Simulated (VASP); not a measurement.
Here is a VASP 6.6.1 calculation.

INCAR

```
PREC = Accurate
ENCUT = 520
EDIFF = 1E-6
ISMEAR = 0
SIGMA = 0.15
LREAL = F
LASPH = T
NELM = 60
ALGO = Normal
ISIF = 2
LWAVE = F
LCHARG = F
GGA = PS
NBANDS = 36
```

File KPOINTS:

```
regular mesh
0
Gamma
  8 8 14
```

The input POSCAR:

```
Ni3O4
1.0
    2.9242323582     -3.9238236797      0.0000000000
    2.9242323582      3.9238236797      0.0000000000
    0.0000000000      0.0000000000      2.7618466579
Ni O
3 4
Direct
    0.5000000000      0.0000000000      0.5000000000
    0.0000000000      0.5000000000      0.5000000000
    0.0000000000      0.0000000000      0.0000000000
    0.7878888826      0.7878888826      0.5000000000
    0.2121111174      0.2121111174      0.5000000000
    0.2371644473      0.7628355527      0.0000000000
    0.7628355527      0.2371644473      0.0000000000
```

Potentials or basis: VASP PAW PBE potentials, release 64 (Ni, O).

Launch:

```sh
$ cat potpaw_PBE.64/Ni/POTCAR potpaw_PBE.64/O/POTCAR > POTCAR
$ mpirun -np 1 vasp_std > vasp.out
```

(1) Predict the band gap on the k mesh.

(2) Estimate the largest force.

(3) What does it give for the pressure?

Answers

(1) zero (bands 27 and 28 overlap by 0.40 eV).

(2) 0.432 eV/Å.

(3) 8.0 GPa.

Caveat: the cell differs from its parent crystal (strain +0.000 along x and y, -0.030 along z); the cell stands under pressure; the PAW data sets were made with another functional, which shifts forces and pressure a little; the run has no spin polarisation, though such a crystal can be magnetic; semilocal functionals often make such compounds metallic where correlation or magnetic order opens a gap, which also shifts bond lengths.
